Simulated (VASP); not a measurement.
Write the native input for VASP 6.6.1 that does the following.

```
Task                   : single point
Functional             : PBEsol
Potentials or basis    : VASP PAW PBE potentials, release 64 (Mo_sv)
Cutoff                 : 520 eV
k mesh                 : 14 × 14 × 14
Occupations            : gaussian, width 0.1 eV
Spin                   : no spin polarisation
Dipole correction      : no
Further INCAR settings : ALGO = Normal; EDIFF = 1e-06; NBANDS = 21
```

The structure of Mo lies in POSCAR:

```
Mo
1.0
    0.0000000000      2.8051689452      2.8051689452
    2.8051689452      0.0000000000      2.8051689452
    2.8051689452      2.8051689452      0.0000000000
Mo
2
Direct
    0.0000000000      0.0000000000      0.0000000000
    0.2500000000      0.2500000000      0.2500000000
```

One way to write it, as run:

INCAR

```
  ALGO = Normal
  EDIFF = 1E-6
  ENCUT = 520
  GGA = PS
  ISIF = 2
  ISMEAR = 0
  LASPH = T
  LCHARG = F
  LREAL = F
  LWAVE = F
  NBANDS = 21
  NELM = 60
  PREC = Accurate
  SIGMA = 0.1
```

KPOINTS

```
k-points
0
Gamma
  14 14 14
```

Potentials or basis: VASP PAW PBE potentials, release 64 (Mo_sv).

Command:

```bash
$ cat potpaw_PBE.64/Mo_sv/POTCAR > POTCAR
$ mpirun -np 1 vasp_std > vasp.out
```

It gave:

```
Pressure               : 0.5 GPa
Band gap on the k mesh : zero (band 14 reaches 7.47 eV, above the bottom of band 15 at 6.89 eV)
```

Caveat: the PAW data sets were made with another functional, which shifts forces and pressure a little.

It took 33 s on 1 thread of Intel(R) Xeon(R) 6975P-C (Granite Rapids) (shared host), peak memory 0.21 GiB.
